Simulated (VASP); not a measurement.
# Ta2CN (P4/mmm) in VASP: further runs, part 2 of 2

VASP 6.6.1. The steps go on from the part before.

## 3. Single point, LDA

Input file INCAR:

```
SYSTEM = Ta2CN
  PREC = Accurate
  ENCUT = 1330
  EDIFF = 1E-6
  ISMEAR = 1
  SIGMA = 0.05
  LREAL = .FALSE.
  LASPH = .TRUE.
  NELM = 120
  ALGO = Normal
  ISIF = 2
  LWAVE = .FALSE.
  LCHARG = .FALSE.
  GGA = CA
  NBANDS = 26
  GGA_COMPAT = .FALSE.
```

Input file KPOINTS:

```
Automatic mesh
0
G
  6 6 5
  0 0 0
```

Input file POSCAR:

```
Ta2CN
1.0
    3.0929179154      0.0000000000      0.0000000000
    0.0000000000      3.0929179154      0.0000000000
    0.0000000000      0.0000000000      4.3959756469
Ta C N
2 1 1
Direct
    0.0000000000      0.0000000000      0.0000000000
    0.5000000000      0.5000000000      0.5000000000
    0.0000000000      0.0000000000      0.5000000000
    0.5000000000      0.5000000000      0.0000000000
```

Potentials or basis: VASP PAW LDA potentials, release 64 (Ta_sv_GW, C_h, N_h).

Run with:

```sh
$ cat potpaw_LDA.64/Ta_sv_GW/POTCAR potpaw_LDA.64/C_h/POTCAR potpaw_LDA.64/N_h/POTCAR > POTCAR
$ mpirun -np 1 vasp_std > vasp.out
```

OUTCAR:

```text
SYSTEM = Ta2CN
   PREC = Accurate
   ENCUT = 1330
   EDIFF = 1E-6
   ISMEAR = 1
   LREAL = .FALSE.
   LASPH = .TRUE.
   NELM = 120
   ISIF = 2
   GGA = CA

 ion  position               nearest neighbor table
   1  0.000  0.000  0.000-   4 2.19   4 2.19   4 2.19   4 2.19   3 2.20   3 2.20   2 3.10   2 3.10
                             2 3.10   2 3.10   2 3.10   2 3.10   2 3.10   2 3.10
   2  0.500  0.500  0.500-   3 2.19   3 2.19   3 2.19   3 2.19   4 2.20   4 2.20   1 3.10   1 3.10
                             1 3.10   1 3.10   1 3.10   1 3.10   1 3.10   1 3.10
   3  0.000  0.000  0.500-   2 2.19   2 2.19   2 2.19   2 2.19   1 2.20   1 2.20
   4  0.500  0.500  0.000-   1 2.19   1 2.19   1 2.19   1 2.19   2 2.20   2 2.20

  LATTYP: Found a simple tetragonal cell.
 ALAT       =     3.0929179154
 C/A-ratio  =     1.4213036903

  Lattice vectors:

 A1 = (   3.0929179154,   0.0000000000,   0.0000000000)
 A2 = (   0.0000000000,   3.0929179154,   0.0000000000)
 A3 = (   0.0000000000,   0.0000000000,   4.3959756469)

Analysis of symmetry for initial positions (statically):
=====================================================================
 Subroutine PRICEL returns:
 Original cell was already a primitive cell.

 Routine SETGRP: Setting up the symmetry group for a
 simple tetragonal supercell.

 Subroutine GETGRP returns: Found 16 space group operations
 (whereof 16 operations were pure point group operations)
 out of a pool of 16 trial point group operations.

The static configuration has the point symmetry D_4h.

Analysis of symmetry for dynamics (positions and initial velocities):
=====================================================================
 Subroutine PRICEL returns:
 Original cell was already a primitive cell.

 Routine SETGRP: Setting up the symmetry group for a
 simple tetragonal supercell.

 Subroutine GETGRP returns: Found 16 space group operations
 (whereof 16 operations were pure point group operations)
 out of a pool of 16 trial point group operations.

The dynamic configuration has the point symmetry D_4h.

[... 124 lines left out ...]
  Fermi-wavevector in a.u.,A,eV,Ry     =   1.539927  2.910040 32.264521  2.371375
  Thomas-Fermi vector in A             =   2.646086
   LORBIT       =      0    0 simple, 1 ext, 2 COOP (PROOUT), +10 PAW based schemes
   GGA     = CA    functional components
   LHFCALC =     F    Hartree Fock is set to
   AEXX    =    0.0000 exact exchange contribution
   IVDW    =     0    specifies the selected vdW correction
   LEPSILON=     F    determine dielectric tensor
   LRPA    =     F    only Hartree local field effects (RPA)
 non-spin polarized calculation
 Methfessel and Paxton  Order N= 1 SIGMA  =   0.05
  energy-cutoff  :     1330.00
  volume of cell :       42.05
 maximum number of plane-waves:      4652
 NGX is ok and might be reduce to    40
   NGX = 19   NGY = 19   NGZ = 27

 number of electron      35.0000000 magnetization

 Free energy of the ion-electron system (eV)
  ---------------------------------------------------
  ext. energy  EPLUGINS =         0.00000000
  ---------------------------------------------------
  free energy    TOTEN  =       -53.52408991 eV

  energy without entropy =      -53.52405008  energy(sigma->0) =      -53.52407663

 E-fermi :  13.5782     XC(G=0): -14.1128

 val. band max:       13.5220875859   @ k =   0.0000   0.0000   0.2000
 cond. band min:      13.5815855778   @ k =   0.3333   0.0000   0.4000
 fundamental gap:      0.0594979919
 Fermi energy:        13.5782110336

 k-point     1 :       0.0000    0.0000    0.0000
  band No.  band energies     occupation
      1     -55.2241      2.00000
      2     -54.8889      2.00000
      3     -22.3014      2.00000
      4     -21.9172      2.00000
      5     -21.9172      2.00000
      6     -21.5197      2.00000
[... 685 lines left out ...]
     25      21.4682      0.00000
     26      21.6914      0.00000

 [... further k-points ...]

------------------------ aborting loop because EDIFF is reached ----------------------------------------

  FORCE on cell =-STRESS in cart. coord.  units (eV):
  Direction    XX          YY          ZZ          XY          YZ          ZX
  --------------------------------------------------------------------------------------
  -------------------------------------------------------------------------------------
  Total        0.3669803      0.3669803      0.2913501      0.0000000     -0.0000000      0.0000000
  in kB       13.9817420     13.9817420     11.1002748      0.0000000     -0.0000000      0.0000000
  external PRESSURE =      13.0212529 kB  Pullay stress =       0.0000000 kB

 VOLUME and BASIS-vectors are now :
 -----------------------------------------------------------------------------
  energy-cutoff  :     1330.00
  volume of cell :       42.05
      direct lattice vectors                 reciprocal lattice vectors
     3.092917915  0.000000000  0.000000000     0.323319282  0.000000000  0.000000000
     0.000000000  3.092917915  0.000000000     0.000000000  0.323319282  0.000000000
     0.000000000  0.000000000  4.395975647     0.000000000  0.000000000  0.227480787

 POSITION                                       TOTAL-FORCE (eV/Angst)
 -----------------------------------------------------------------------------------
      0.00000      0.00000      0.00000         0.000000      0.000000      0.000000
      1.54646      1.54646      2.19799         0.000000      0.000000      0.000000
      0.00000      0.00000      2.19799         0.000000      0.000000      0.000000
      1.54646      1.54646      0.00000         0.000000      0.000000      0.000000
 -----------------------------------------------------------------------------------
    total drift:                                0.000000      0.000000     -0.000000

  FREE ENERGIE OF THE ION-ELECTRON SYSTEM (eV)
  ---------------------------------------------------
  free  energy   TOTEN  =       -53.5240899058 eV

  energy  without entropy=      -53.5240500847  energy(sigma->0) =      -53.52407663
```

OSZICAR:

```text
N       E                     dE             d eps       ncg     rms          rms(c)
DAV:   1     0.429421480581E+03    0.42942E+03   -0.35773E+04  1560   0.287E+03
DAV:   2    -0.304433186427E+02   -0.45986E+03   -0.44154E+03  2046   0.489E+02
DAV:   3    -0.618776898677E+02   -0.31434E+02   -0.30994E+02  2028   0.125E+02
[... 11 lines left out ...]
DAV:  15    -0.535242604094E+02    0.78140E-04   -0.36637E-05  1790   0.394E-02    0.270E+00
DAV:  16    -0.535241167398E+02    0.14367E-03   -0.23486E-04  1856   0.924E-02    0.832E-01
DAV:  17    -0.535240935701E+02    0.23170E-04   -0.49689E-05  1874   0.447E-02    0.276E-01
DAV:  18    -0.535240903876E+02    0.31824E-05   -0.54414E-06  1594   0.136E-02    0.176E-01
DAV:  19    -0.535240899058E+02    0.48180E-06   -0.16633E-06  1138   0.835E-03
   1 F= -.53524090E+02 E0= -.53524077E+02  d E =-.398211E-04
```

Wall time 3 min (1 thread of AMD EPYC 7R13 (Zen 3), shared host); peak memory 0.3 GiB.

Results:

- Free energy: -53.5241 eV
- Pressure: 1.3 GPa
- Band gap on the k mesh: zero (an odd number of electrons rules out a gap without spin polarisation)

Stress tensor (GPa, compression positive):
```
1.40 0.00 0.00
0.00 1.40 0.00
0.00 0.00 1.11
```

Caveat: spin-orbit coupling is left out, which moves the levels of the heavy elements; an odd number of electrons without spin polarisation forces a metal; a magnetic or distorted state may lie lower.

The gap in the log of VASP goes by the Fermi energy; the results here count the filled bands.